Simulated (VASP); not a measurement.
# Mn (P6/mmm) in VASP: a series of runs

The runs below take Mn through single point, with PBE.

Program: VASP 6.6.1. These are calculated values, not measurements. Logs are shortened: lines on timing, memory, paths and dates and some standing lists are left out, and cuts for length are marked.

## (1) The cell of the first run

Symmetry: P6/mmm, No. 191, hexagonal system. Conventional cell: a = 2.081 Å, b = 2.081 Å, c = 1.823 Å, α = 90.00°, β = 90.00°, γ = 120.00°. Within 2.4 Å of Mn (site symmetry 6/mmm) lie 8 Mn at 1.82 to 2.08 Å.

## (2) Single point, PBE, collinear spin, ferromagnetic start (volume scaled by 0.6)

INCAR

```
PREC = Accurate ; ENCUT = 520
EDIFF = 1E-6 ; ISMEAR = -1
SIGMA = 0.08 ; LREAL = False
LASPH = True ; NELM = 150
ALGO = Normal ; ISIF = 2
LWAVE = False ; LCHARG = False
ISPIN = 2 ; MAGMOM = 3
LORBIT = 11 ; LMAXMIX = 4
GGA = PE ; NBANDS = 16
```

KPOINTS

```
regular mesh
0
Gamma
  18 18 17
```

POSCAR

```
Mn
1.0
    2.0805579378      0.0000000000      0.0000000000
   -1.0402789689      1.8018160282      0.0000000000
    0.0000000000      0.0000000000      1.8226208628
Mn
1
Direct
    0.0000000000      0.0000000000      0.0000000000
```

Potentials or basis: VASP PAW PBE potentials, release 64 (Mn_pv).

Run with:

```console
$ cat potpaw_PBE.64/Mn_pv/POTCAR > POTCAR
$ mpirun -np 1 vasp_std > vasp.out
```

OUTCAR:

```text
PREC = Accurate
   ENCUT = 520
   EDIFF = 1E-6
   ISMEAR = -1
   LREAL = False
   LASPH = True
   NELM = 150
   ISIF = 2
   ISPIN = 2
   LORBIT = 11
   GGA = PE

 ion  position               nearest neighbor table
   1  0.000  0.000  0.000-

  LATTYP: Found a hexagonal cell.
 ALAT       =     2.0805579378
 C/A-ratio  =     0.8760250458

  Lattice vectors:

 A1 = (   2.0805579378,   0.0000000000,   0.0000000000)
 A2 = (  -1.0402789689,   1.8018160282,   0.0000000000)
 A3 = (   0.0000000000,   0.0000000000,   1.8226208628)

Analysis of symmetry for initial positions (statically):
=====================================================================
 Subroutine PRICEL returns:
 Original cell was already a primitive cell.

 Routine SETGRP: Setting up the symmetry group for a
 hexagonal supercell.

 Subroutine GETGRP returns: Found 24 space group operations
 (whereof 24 operations were pure point group operations)
 out of a pool of 24 trial point group operations.

The static configuration has the point symmetry D_6h.

Analysis of symmetry for dynamics (positions and initial velocities):
=====================================================================
 Subroutine PRICEL returns:
 Original cell was already a primitive cell.

 Routine SETGRP: Setting up the symmetry group for a
 hexagonal supercell.

 Subroutine GETGRP returns: Found 24 space group operations
 (whereof 24 operations were pure point group operations)
 out of a pool of 24 trial point group operations.

The dynamic configuration has the point symmetry D_6h.

Analysis of structural, dynamic, and magnetic symmetry:
=====================================================================
 Subroutine PRICEL returns:
 Original cell was already a primitive cell.

 Routine SETGRP: Setting up the symmetry group for a
 hexagonal supercell.

 Subroutine GETGRP returns: Found 24 space group operations
 (whereof 24 operations were pure point group operations)
 out of a pool of 24 trial point group operations.

The overall configuration has the point symmetry D_6h.

 Subroutine INISYM returns: Found 24 space group operations
 (whereof 24 operations are pure point group operations),
 and found     1 'primitive' translations

----------------------------------------------------------------------------------------

                                     Primitive cell

  volume of cell :       6.8326

  direct lattice vectors                    reciprocal lattice vectors
[... 97 lines left out ...]
   NUPDOWN=      -1.0000    fix difference up-down
   EMIN   =  10.00;   EMAX   =-10.00  energy-range for DOS
   EFERMI =   0.00;   METHOD = LEGACY
   ISMEAR =    -1;   SIGMA  =   0.08  broadening in eV -4-tet -1-fermi 0-gaus
   EFERMI_NEDOS =   21; number of points for ismear=-14 and -15
   IALGO  =     38    algorithm
   IMIX   =      4    mixing-type and parameters
     AMIX     =   0.40;   BMIX     =  1.00
     AMIX_MAG =   1.60;   BMIX_MAG =  1.00
  volume/ion in A,a.u.               =       6.83        46.11
  Fermi-wavevector in a.u.,A,eV,Ry     =   2.028588  3.833475 55.990251  4.115167
  Thomas-Fermi vector in A             =   3.037042
   LORBIT       =     11    0 simple, 1 ext, 2 COOP (PROOUT), +10 PAW based schemes
   GGA     = PE    functional components
   LHFCALC =     F    Hartree Fock is set to
   AEXX    =    0.0000 exact exchange contribution
   IVDW    =     0    specifies the selected vdW correction
   LEPSILON=     F    determine dielectric tensor
   LRPA    =     F    only Hartree local field effects (RPA)
 spin polarized calculation
  energy-cutoff  :      520.00
  volume of cell :        6.83
 maximum number of plane-waves:       196
 NGX is ok and might be reduce to    16
   NGX =  7   NGY =  7   NGZ =  7

 number of electron      12.9999992 magnetization      -0.0002008

 number of electron      12.9999992 magnetization       0.0002242

 Free energy of the ion-electron system (eV)
  ---------------------------------------------------
  ext. energy  EPLUGINS =         0.00000000
  ---------------------------------------------------
  free energy    TOTEN  =        -4.99763774 eV

  energy without entropy =       -4.97899741  energy(sigma->0) =       -4.98831758

 E-fermi :  19.0589     XC(G=0): -16.8823

 val. band max:       19.0564336599   @ k =   0.1667   0.1111   0.0588
 cond. band min:      19.0828889084   @ k =   0.1667   0.1111   0.0000
 fundamental gap:      0.0264552485
 Fermi energy:        19.0588915732

 spin component 1

 k-point     1 :       0.0000    0.0000    0.0000
  band No.  band energies     occupation
      1     -28.6319      1.00000
      2     -28.6319      1.00000
      3     -27.7378      1.00000
      4       8.6885      1.00000
      5      11.6935      1.00000
      6      16.2526      1.00000
[... 435 lines left out ...]
      5      13.5862      1.00000
      6      17.8108      1.00000
[... 8 lines left out ...]
     15      62.2013      0.00000
     16      64.8600      0.00000

 [... further k-points ...]

 spin component 2

 k-point     1 :       0.0000    0.0000    0.0000
  band No.  band energies     occupation
      1     -28.6316      1.00000
      2     -28.6316      1.00000
      3     -27.7377      1.00000
      4       8.6886      1.00000
      5      11.6936      1.00000
      6      16.2529      1.00000
[... 435 lines left out ...]
      5      13.5863      1.00000
      6      17.8110      1.00000
[... 8 lines left out ...]
     15      62.2014      0.00000
     16      64.8602      0.00000

 [... further k-points ...]
[... 5 lines left out ...]
  --------------------------------------------------------------------------------------
  -------------------------------------------------------------------------------------
  Total       15.4999965     15.4999965     17.6539835     -0.0000000     -0.0000000      0.0000000
  in kB     3634.5913182   3634.5913183   4139.6793455     -0.0000000     -0.0000000      0.0000000
  external PRESSURE =    3802.9539940 kB  Pullay stress =       0.0000000 kB

 VOLUME and BASIS-vectors are now :
 -----------------------------------------------------------------------------
  energy-cutoff  :      520.00
  volume of cell :        6.83
      direct lattice vectors                 reciprocal lattice vectors
     2.080557938  0.000000000  0.000000000     0.480640304  0.277497809  0.000000000
    -1.040278969  1.801816028  0.000000000     0.000000000  0.554995618  0.000000000
     0.000000000  0.000000000  1.822620863     0.000000000  0.000000000  0.548660459

 POSITION                                       TOTAL-FORCE (eV/Angst)
 -----------------------------------------------------------------------------------
      0.00000      0.00000      0.00000         0.000000      0.000000      0.000000
 -----------------------------------------------------------------------------------
    total drift:                                0.000000      0.000000     -0.000000

  FREE ENERGIE OF THE ION-ELECTRON SYSTEM (eV)
  ---------------------------------------------------
  free  energy   TOTEN  =        -4.9976377396 eV

  energy  without entropy=       -4.9789974145  energy(sigma->0) =       -4.98831758

 total charge

# of ion       s       p       d       tot
------------------------------------------
    1        0.628   6.726   6.129  13.483

 magnetization (x)

# of ion       s       p       d       tot
------------------------------------------
    1        0.000   0.000   0.000   0.000
```

OSZICAR:

```text
N       E                     dE             d eps       ncg     rms          rms(c)
DAV:   1     0.722528529629E+02    0.72253E+02   -0.63683E+03 22664   0.120E+03
DAV:   2    -0.290466117751E+01   -0.75158E+02   -0.70653E+02 22736   0.267E+02
DAV:   3    -0.411275483596E+01   -0.12081E+01   -0.12064E+01 24384   0.355E+01
DAV:   4    -0.411437253760E+01   -0.16177E-02   -0.16177E-02 24840   0.129E+00
DAV:   5    -0.411437562206E+01   -0.30845E-05   -0.30843E-05 24288   0.496E-02    0.315E+01
DAV:   6    -0.499035006364E+01   -0.87597E+00   -0.30048E-01 23112   0.108E+01    0.116E+01
DAV:   7    -0.496035323439E+01    0.29997E-01   -0.79634E-02 24888   0.355E+00    0.429E+00
DAV:   8    -0.498747631547E+01   -0.27123E-01   -0.15081E-02 22664   0.160E+00    0.210E+00
DAV:   9    -0.499726261488E+01   -0.97863E-02   -0.12890E-03 22840   0.529E-01    0.464E-01
DAV:  10    -0.499764532564E+01   -0.38271E-03   -0.22934E-04 23088   0.180E-01    0.765E-02
DAV:  11    -0.499765302715E+01   -0.77015E-05   -0.10489E-05 22352   0.387E-02    0.347E-02
DAV:  12    -0.499764201684E+01    0.11010E-04   -0.89890E-07 19608   0.132E-02    0.103E-02
DAV:  13    -0.499763797778E+01    0.40391E-05   -0.22782E-07 16240   0.552E-03    0.516E-03
DAV:  14    -0.499763773957E+01    0.23820E-06   -0.39867E-08 10744   0.326E-03
   1 F= -.49976377E+01 E0= -.49883176E+01  d E =-.186403E-01  mag=    -0.0000
```

stdout:

```text
POSCAR found type information on POSCAR Mn
 POSCAR found :  1 types and       1 ions
 scaLAPACK will be used
 LDA part: xc-table for (Slater+PW92), standard interpolation
 POSCAR, INCAR and KPOINTS ok, starting setup
 FFT: planning ... GRIDC
 FFT: planning ... GRID_SOFT
 FFT: planning ... GRID
 WAVECAR not read
 entering main loop
```

Run time: 25 s. Hardware: 1 thread of Intel Xeon 6975P-C (Granite Rapids), shared host; peak memory 0.16 GiB.

Results:

```
Free energy : -4.9976 eV
Pressure    : 380.3 GPa
Net moment  : 0.00 μB per cell
```

Caveat: the starting moments collapsed, and a magnetic state may lie lower.

## (3) Single point, PBE, collinear spin, ferromagnetic start (volume scaled by 0.7)

INCAR

```
PREC = Accurate
ENCUT = 520
EDIFF = 1E-7
ISMEAR = -1
SIGMA = 0.08
LREAL = F
LASPH = T
NELM = 150
ALGO = Normal
ISIF = 2
LWAVE = F
LCHARG = F
ISPIN = 2
MAGMOM = 3
LORBIT = 11
LMAXMIX = 4
GGA = PE
NBANDS = 16
```

KPOINTS is that of step 2.

POSCAR

```
Mn
1.0
    2.1948323415      0.0000000000      0.0000000000
   -1.0974161708      1.9007805648      0.0000000000
    0.0000000000      0.0000000000      1.9107332149
Mn
1
Direct
    0.0000000000      0.0000000000      0.0000000000
```

Potentials or basis: VASP PAW PBE potentials, release 64 (Mn_pv).

Run with:

```console
$ cat potpaw_PBE.64/Mn_pv/POTCAR > POTCAR
$ mpirun -np 1 vasp_std > vasp.out
```

It took 29 s on 1 thread of Intel Xeon 6975P-C (Granite Rapids), shared host; peak memory 0.17 GiB.

The run converged. Its results:

```yaml
Free_energy: -6.9395 eV
Pressure: 188.4 GPa
Net_moment: 0.00 μB per cell
Valence_electrons_inside_the_program's_atomic_spheres: Mn 12.92
```

Stress tensor (GPa, compression positive):
```
182.18   0.00   0.00
  0.00 182.18   0.00
  0.00   0.00 200.79
```

Levels at points of the mesh, in eV from the Fermi level:
Spin up:
```
           k point  band 3  band 4  band 5  band 6  band 7  band 8  band 9  band 10
(0.00, 0.00, 0.00)  -47.12   -9.88   -6.20   -2.20   -2.20    3.00    3.00    21.64
(0.50, 0.00, 0.00)  -46.94   -7.01   -4.86   -0.05    0.80    2.55    2.66    11.53
```
Spin down:
```tsv
k point	band 2	band 3	band 4	band 5	band 6	band 7	band 8	band 9	band 10	band 11
(0.00, 0.00, 0.00)	-47.76	-47.12	-9.88	-6.20	-2.20	-2.20	3.00	3.00	21.64	29.13
(0.50, 0.00, 0.00)	-48.17	-46.94	-7.01	-4.86	-0.05	0.80	2.55	2.66	11.53	20.41
```

Caveat: the starting moments collapsed, and a magnetic state may lie lower.
